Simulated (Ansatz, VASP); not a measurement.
# One calculation of CdS, two programs

```xyz
4
Lattice="4.1348 0.0620 0.0620 -2.0137 3.5498 0.0227 0.1012 0.1012 6.7490" Properties=species:S:1:pos:R:3 pbc="T T T"
Cd    0.0358    2.3872    0.0358
Cd    2.1359    1.2752    3.4234
S     0.0748    2.4262    2.6342
S     2.1749    1.3142    6.0218
```

Change from the starting cell: equal xy, yz and zx shear strains of +3 %.

Alike in both runs: task single point; functional PBEsol; k mesh 7 × 7 × 4; occupations fermi-dirac, width 0.01 eV; no spin polarisation.

```csv
,VASP,Ansatz
version,VASP 6.6.1,Ansatz 0.2.0
potentials or method,"VASP PAW PBE potentials, release 64 (Cd, S), cutoff 520 eV","all-electron LAPW, scalar-relativistic"
```

```csv
,VASP,Ansatz,Ansatz less VASP
gap on the k mesh at the Fermi level (eV),1.04,1.04,-0.003
pressure (GPa),-0.1,-0.4,-0.36
"traceless stress, the component that is largest in VASP (GPa)",-1.47,-1.41,+0.056
rms of the force components (eV/Å),0.207,0.200,-0.0074
```

VASP's potentials were made for PBE, not for PBEsol. Atom by atom the forces differ by 0.007 eV/Å (rms over components). Ansatz ran all-electron here, and VASP with PAW potentials.
